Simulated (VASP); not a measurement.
# Ag (Pm-3m) in VASP: notebook, part 2 of 2

VASP 6.6.1. Earlier steps stand in the parts before.

## 3. Relaxation of cell and atoms, PBE, target pressure 390 GPa, at which the enthalpy is minimised

This run uses another cell than the first one, of 9.86 Å³/atom, 1.055 times its volume.

Input file INCAR:

```
SYSTEM = Ag
PREC     = Accurate       ! precision mode
ENCUT    = 600            ! plane-wave cutoff, eV
EDIFF    = 1E-6           ! SCF threshold, eV
ISMEAR   = -1             ! smearing method
SIGMA    = 0.05           ! smearing width, eV
LREAL    = .False.        ! projectors in reciprocal space
LASPH    = .True.         ! aspherical terms in the spheres
NELM     = 80             ! most SCF steps
ALGO     = Normal         ! electronic algorithm
ISIF     = 3              ! what is computed and relaxed
LWAVE    = .False.        ! write WAVECAR
LCHARG   = .False.        ! write CHGCAR
GGA      = PE             ! functional
IBRION   = 2              ! ionic algorithm
NSW      = 32             ! ionic steps
EDIFFG   = -0.005         ! ionic threshold
PSTRESS  = 3900.0
```

Input file KPOINTS:

```
regular mesh
0
Gamma
  18 18 18
  0 0 0
```

Input file POSCAR:

```
Ag
1.0
    2.1441760104      0.0000000000      0.0000000000
    0.0000000000      2.1441760104      0.0000000000
    0.0000000000      0.0000000000      2.1441760104
Ag
1
Direct
    0.0000000000      0.0000000000      0.0000000000
```

Potentials or basis: VASP PAW PBE potentials, release 64 (Ag).

Command:

```console
$ cat potpaw_PBE.64/Ag/POTCAR > POTCAR
$ mpirun -np 1 vasp_std > vasp.out
```

OUTCAR:

```text
SYSTEM = Ag
   PREC = Accurate
   ENCUT = 600
   EDIFF = 1E-6
   ISMEAR = -1
   LREAL = .False.
   LASPH = .True.
   NELM = 80
   ISIF = 3
   GGA = PE
   IBRION = 2
   NSW = 32
   EDIFFG = -0.005
   PSTRESS = 3900.0

 ion  position               nearest neighbor table
   1  0.000  0.000  0.000-

  LATTYP: Found a simple cubic cell.
 ALAT       =     2.1441760104

  Lattice vectors:

 A1 = (   2.1441760104,   0.0000000000,   0.0000000000)
 A2 = (   0.0000000000,   2.1441760104,   0.0000000000)
 A3 = (   0.0000000000,   0.0000000000,   2.1441760104)

Analysis of symmetry for initial positions (statically):
=====================================================================
 Subroutine PRICEL returns:
 Original cell was already a primitive cell.

 Routine SETGRP: Setting up the symmetry group for a
 simple cubic supercell.

 Subroutine GETGRP returns: Found 48 space group operations
 (whereof 48 operations were pure point group operations)
 out of a pool of 48 trial point group operations.

The static configuration has the point symmetry O_h .

Analysis of symmetry for dynamics (positions and initial velocities):
=====================================================================
 Subroutine PRICEL returns:
 Original cell was already a primitive cell.

 Routine SETGRP: Setting up the symmetry group for a
 simple cubic supercell.

 Subroutine GETGRP returns: Found 48 space group operations
 (whereof 48 operations were pure point group operations)
 out of a pool of 48 trial point group operations.

The dynamic configuration has the point symmetry O_h .

 Subroutine INISYM returns: Found 48 space group operations
 (whereof 48 operations are pure point group operations),
 and found     1 'primitive' translations

----------------------------------------------------------------------------------------

                                     Primitive cell

  volume of cell :       9.8578

  direct lattice vectors                    reciprocal lattice vectors
     2.144176010  0.000000000  0.000000000     0.466379623  0.000000000  0.000000000
     0.000000000  2.144176010  0.000000000     0.000000000  0.466379623  0.000000000
     0.000000000  0.000000000  2.144176010     0.000000000  0.000000000  0.466379623

  length of vectors
     2.144176010  2.144176010  2.144176010     0.466379623  0.466379623  0.466379623

  position of ions in fractional coordinates (direct lattice)
     0.000000000  0.000000000  0.000000000

  ion indices of the primitive-cell ions
   primitive index   ion index
                 1           1

----------------------------------------------------------------------------------------

 KPOINTS: regular mesh

Automatic generation of k-mesh.
 Grid dimensions read from file:
 generate k-points for:   18   18   18

 Generating k-lattice:

  Cartesian coordinates                     Fractional coordinates (reciprocal lattice)
     0.025909979  0.000000000  0.000000000     0.055555556  0.000000000  0.000000000
     0.000000000  0.025909979  0.000000000     0.000000000  0.055555556  0.000000000
     0.000000000  0.000000000  0.025909979     0.000000000  0.000000000  0.055555556

  Length of vectors
     0.025909979  0.025909979  0.025909979
[... 40 lines left out ...]
   dimension x,y,z NGXF=    36 NGYF=   36 NGZF=   36
   ions per type =               1
   NGX,Y,Z   is equivalent  to a cutoff of  13.96, 13.96, 13.96 a.u.
   NGXF,Y,Z  is equivalent  to a cutoff of  27.91, 27.91, 27.91 a.u.
 SYSTEM =  Ag
   PREC   = accura    normal or accurate (medium, high low for compatibility)
   ISTART =      0    job   : 0-new  1-cont  2-samecut
   ICHARG =      2    charge: 1-file 2-atom 10-const
   ISPIN  =      1    spin polarized calculation?
   LNONCOLLINEAR =      F non collinear calculations
   LSORBIT =      F    spin-orbit coupling
   LASPH  =      T    aspherical Exc in radial PAW
   ENCUT  =  600.0 eV  44.10 Ry    6.64 a.u.   4.28  4.28  4.28*2*pi/ulx,y,z
   NELM   =     80;   NELMIN=  2; NELMDL= -5     # of ELM steps
   EDIFF  = 0.1E-05   stopping-criterion for ELM
   LREAL  =      F    real-space projection
   EDIFFG = -.5E-02   stopping-criterion for IOM
   NSW    =     32    number of steps for IOM
   IBRION =      2    ionic relax: 0-MD 1-quasi-New 2-CG
   NFREE  =      1    steps in history (QN), initial steepest desc. (CG)
   ISIF   =      3    stress and relaxation
   ISYM   =      2    0-nonsym 1-usesym 2-fastsym
   POTIM  = 0.5000    time-step for ionic-motion
   TEBEG  =    0.0;   TEEND  =   0.0 temperature during run
   PSTRESS= 3900.0 pullay stress
   NELECT =      11.0000    total number of electrons
   NUPDOWN=      -1.0000    fix difference up-down
   EMIN   =  10.00;   EMAX   =-10.00  energy-range for DOS
   EFERMI =   0.00;   METHOD = LEGACY
   ISMEAR =    -1;   SIGMA  =   0.05  broadening in eV -4-tet -1-fermi 0-gaus
   EFERMI_NEDOS =   21; number of points for ismear=-14 and -15
   IALGO  =     38    algorithm
   IMIX   =      4    mixing-type and parameters
     AMIX     =   0.40;   BMIX     =  1.00
     AMIX_MAG =   1.60;   BMIX_MAG =  1.00
  volume/ion in A,a.u.               =       9.86        66.52
  Fermi-wavevector in a.u.,A,eV,Ry     =   1.698030  3.208811 39.229746  2.883305
  Thomas-Fermi vector in A             =   2.778603
   LORBIT       =      0    0 simple, 1 ext, 2 COOP (PROOUT), +10 PAW based schemes
   GGA     = PE    functional components
   LHFCALC =     F    Hartree Fock is set to
   AEXX    =    0.0000 exact exchange contribution
   IVDW    =     0    specifies the selected vdW correction
   LEPSILON=     F    determine dielectric tensor
   LRPA    =     F    only Hartree local field effects (RPA)
 conjugate gradient relaxation of ions
 non-spin polarized calculation
  energy-cutoff  :      600.00
  volume of cell :        9.86
 maximum number of plane-waves:       344
 NGX is ok and might be reduce to    18
   NGX =  9   NGY =  9   NGZ =  9

--------------------------------------- Ionic step        1  -------------------------------------------

 number of electron      10.9999995 magnetization

 Free energy of the ion-electron system (eV)
  ---------------------------------------------------
  ext. energy  EPLUGINS =         0.00000000
  ---------------------------------------------------
  free energy    TOTEN  =         3.70787128 eV

  energy without entropy =        3.70885480  energy(sigma->0) =        3.70836304

------------------------ aborting loop because EDIFF is reached ----------------------------------------

  FORCE on cell =-STRESS in cart. coord.  units (eV):
  Direction    XX          YY          ZZ          XY          YZ          ZX
  --------------------------------------------------------------------------------------
  -------------------------------------------------------------------------------------
  Total       23.6489411     23.6489411     23.6489411     -0.0000000     -0.0000000      0.0000000
  in kB     3843.6247749   3843.6247749   3843.6247749     -0.0000000     -0.0000000      0.0000000
  external PRESSURE =     -56.3752251 kB  Pullay stress =    3900.0000000 kB
[... 98 lines left out ...]
--------------------------------------- Ionic step        4  -------------------------------------------

 number of electron      10.9999996 magnetization

 Free energy of the ion-electron system (eV)
  ---------------------------------------------------
  ext. energy  EPLUGINS =         0.00000000
  ---------------------------------------------------
  free energy    TOTEN  =         3.79696656 eV

  energy without entropy =        3.79795492  energy(sigma->0) =        3.79746074

 E-fermi :  19.3414     XC(G=0): -15.6956

 val. band max:       19.2966294015   @ k =   0.4444   0.1667   0.1111
 cond. band min:      19.4147391879   @ k =   0.2778   0.2778   0.2778
 fundamental gap:      0.1181097864
 Fermi energy:        19.3413612549

 k-point     1 :       0.0000    0.0000    0.0000
  band No.  band energies     occupation
      1       6.5772      2.00000
      2       6.8297      2.00000
      3       6.8297      2.00000
      4      16.4085      2.00000
      5      16.4085      2.00000
      6      16.4085      2.00000
      7      38.4797      0.00000
      8      38.4797      0.00000
      9      38.4797      0.00000
[... 265 lines left out ...]
 k-point    24 :       0.3333    0.1111    0.0000
  band No.  band energies     occupation
      1       7.9042      2.00000
      2       9.0161      2.00000
      3      11.5257      2.00000
      4      13.6594      2.00000
      5      14.7453      2.00000
      6      16.2144      2.00000
      7      28.4752      0.00000
      8      38.5828      0.00000
      9      41.7769      0.00000

 [... further k-points ...]

------------------------ aborting loop because EDIFF is reached ----------------------------------------

  FORCE on cell =-STRESS in cart. coord.  units (eV):
  Direction    XX          YY          ZZ          XY          YZ          ZX
  --------------------------------------------------------------------------------------
  -------------------------------------------------------------------------------------
  Total       23.9027334     23.9027334     23.9027334      0.0000000      0.0000000     -0.0000000
  in kB     3899.4583987   3899.4583987   3899.4583987      0.0000000      0.0000000     -0.0000000
  external PRESSURE =      -0.5416013 kB  Pullay stress =    3900.0000000 kB
[... 20 lines left out ...]
  energy  without entropy=        3.7979549239  energy(sigma->0) =        3.79746074

  enthalpy is  TOTEN    =        27.7030198668 eV   P V=       23.9060533040

 reached required accuracy - stopping structural energy minimisation
```

Run time: 19 s. Hardware: 1 thread of Intel Xeon 6975P-C (Granite Rapids), shared host; peak memory 0.15 GiB.

Results:

| Item | Value |
| --- | --- |
| Free energy | 3.7970 eV |
| Relaxed volume | 9.82 Å³/atom |
| Relaxed cell | a = 2.141 Å, b = 2.141 Å, c = 2.141 Å, α = 90.00°, β = 90.00°, γ = 90.00° |
| Space group after relaxing (to 0.05 Å) | Pm-3m (No. 221) |
| Energy change on relaxing (the enthalpy is what falls) | +89.1 meV/atom |
| Ionic steps | 4 |
| Pressure after relaxing | 389.9 GPa |

Step by step:
| step | energy change (eV) | largest force (eV/Å) | pressure (GPa) | volume (Å³) |
| --- | --- | --- | --- | --- |
| 1 | 0.0000 | 0.0000 | 384.36 | 9.86 |
| 2 | 1.2879 | 0.0000 | 466.63 | 9.37 |
| 3 | 0.0867 | 0.0000 | 389.84 | 9.82 |
| 4 | 0.0891 | 0.0000 | 389.95 | 9.82 |

Final structure:
```xyz
1
Lattice="2.1415 0.0000 0.0000 0.0000 2.1415 0.0000 0.0000 0.0000 2.1415" Properties=species:S:1:pos:R:3 pbc="T T T"
Ag    0.0000    0.0000    0.0000
```

Caveat: the cell is relaxed towards a set pressure, so the enthalpy falls and the energy may rise.
